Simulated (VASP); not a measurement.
Wanted: the native input for a VASP 6.6.1 run.

| Item | Value |
| --- | --- |
| Task | single point |
| Functional | PBE |
| Potentials or basis | VASP PAW PBE potentials, release 64 (Hf_pv, N) |
| Cutoff | 520 eV |
| k mesh | 20 × 20 × 20 |
| Occupations | gaussian, width 0.15 eV |
| Spin | no spin polarisation |
| Dipole correction | no |
| Further INCAR settings | ALGO = Normal; EDIFF = 1e-07; NBANDS = 14 |

The structure of HfN lies in POSCAR:

```
HfN
1.0
    0.0000000000      2.2899490513      2.1983510893
    2.2899490513      0.0000000000      2.1983510893
    2.2899490513      2.2899490513      0.0000000000
Hf N
1 1
Direct
    0.0000000000      0.0000000000      0.0000000000
    0.5000000000      0.5000000000      0.5000000000
```

This cell differs from its parent crystal: ratio of the length along z to the lengths across it x 0.96, volume and fractional coordinates fixed.

The input as run:

INCAR

```
SYSTEM = HfN
ALGO = Normal ; EDIFF = 1E-7
ENCUT = 520 ; GGA = PE
ISIF = 2 ; ISMEAR = 0
LASPH = .True. ; LCHARG = .True.
LELF = .True. ; LREAL = .False.
LVHAR = .True. ; LWAVE = .False.
NBANDS = 14 ; NELM = 60
PREC = Accurate ; SIGMA = 0.15
```

KPOINTS

```
k-points
0
Gamma
  20 20 20
  0 0 0
```

Potentials or basis: VASP PAW PBE potentials, release 64 (Hf_pv, N).

Run with:

```console
$ cat potpaw_PBE.64/Hf_pv/POTCAR potpaw_PBE.64/N/POTCAR > POTCAR
$ mpirun -np 1 vasp_std > vasp.out
```

Results of the run:

```json
{
  "Pressure": "4.1 GPa",
  "Band gap on the k mesh": "zero (an odd number of electrons rules out a gap without spin polarisation)"
}
```

Caveat: the cell stands under pressure; spin-orbit coupling is left out, which moves the levels of the heavy elements.

It took 2.8 min on 1 thread of Intel(R) Xeon(R) Platinum 8259CL CPU @ 2.50GHz (Skylake/Cascade Lake) (shared host), peak memory 0.32 GiB.
